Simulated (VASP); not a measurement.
Write the native input for VASP 6.6.1 that does the following.

```yaml
Task: single point
Functional: revPBE
Dispersion: D4
Potentials_or_basis: VASP PAW PBE potentials, release 64 (In_d, P)
Cutoff: 520 eV
k_mesh: 8 × 8 × 8
Occupations: gaussian, width 0.05 eV
Spin: no spin polarisation
Dipole_correction: no
Further_INCAR_settings: ALGO = Normal; EDIFF = 1e-06; NBANDS = 16
```

The structure of InP lies in POSCAR:

```
InP
1.0
    0.0000000000      2.9305005221      2.9305005221
    2.9305005221      0.0000000000      2.9305005221
    2.9305005221      2.9305005221      0.0000000000
In P
1 1
Direct
    0.0000000000      0.0000000000      0.0000000000
    0.7500000000      0.7500000000      0.7500000000
```

The input as run:

INCAR

```
PREC = Accurate
ENCUT = 520
EDIFF = 1E-6
ISMEAR = 0
SIGMA = 0.05
LREAL = F
LASPH = T
NELM = 100
ALGO = Normal
ISIF = 2
LWAVE = F
LCHARG = F
GGA = RE
IVDW = 13
NBANDS = 16
```

KPOINTS

```
regular mesh
0
Gamma
  8 8 8
```

Potentials or basis: VASP PAW PBE potentials, release 64 (In_d, P).

Run with:

```sh
$ cat potpaw_PBE.64/In_d/POTCAR potpaw_PBE.64/P/POTCAR > POTCAR
$ mpirun -np 1 vasp_std > vasp.out
```

It gave:

```
Pressure                   : 0.7 GPa
Band gap on the k mesh     : 0.81 eV
Dispersion energy per atom : -0.537 eV
```

Caveat: the PAW data sets were made with another functional, which shifts forces and pressure a little; spin-orbit coupling is left out, which moves the levels of the heavy elements.

Wall time 33 s on 1 thread of Intel Xeon 8259CL, with other jobs on the host, peak memory 0.18 GiB.
